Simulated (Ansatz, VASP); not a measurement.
Two plane-wave programs on Os2N

```
Os N
1.0
     0.00000    3.23867    3.23867
     3.23867    0.00000    3.23867
     3.23867    3.23867    0.00000
Os N
4 2
Direct
  0.62500 0.62500 0.62500
  0.12500 0.62500 0.62500
  0.62500 0.62500 0.12500
  0.62500 0.12500 0.62500
  0.00000 0.00000 0.00000
  0.25000 0.25000 0.25000
```

Alike in both runs: task single point; functional PBE; k mesh 6 × 6 × 6; occupations gaussian, width 0.1 eV; collinear spin.

|  | VASP | Ansatz |
| --- | --- | --- |
| version | VASP 6.6.1 | Ansatz 0.2.0 |
| potentials or method | VASP PAW PBE potentials, release 64 (Os, N), cutoff 520 eV | scalar-relativistic, plane waves, PAW |
| valence electrons in the cell | 42 | 74 |

|  | VASP | Ansatz | Ansatz less VASP |
| --- | --- | --- | --- |
| gap on the k mesh at the Fermi level (eV) | none | none | - |
| net moment per atom (μB) | 0.00 | 0.00 | -0.002 |

A gap of «none» marks a metal or a gap that the smearing closes. With one functional, cell and mesh, what is left measures potentials, basis and numerics. VASP's potentials hold 42 valence electrons a cell and Ansatz's 74, so a difference there can come from the potentials and not from the codes. Ansatz's warnings: seeded moment not kept.

Neither program's run includes spin-orbit coupling.
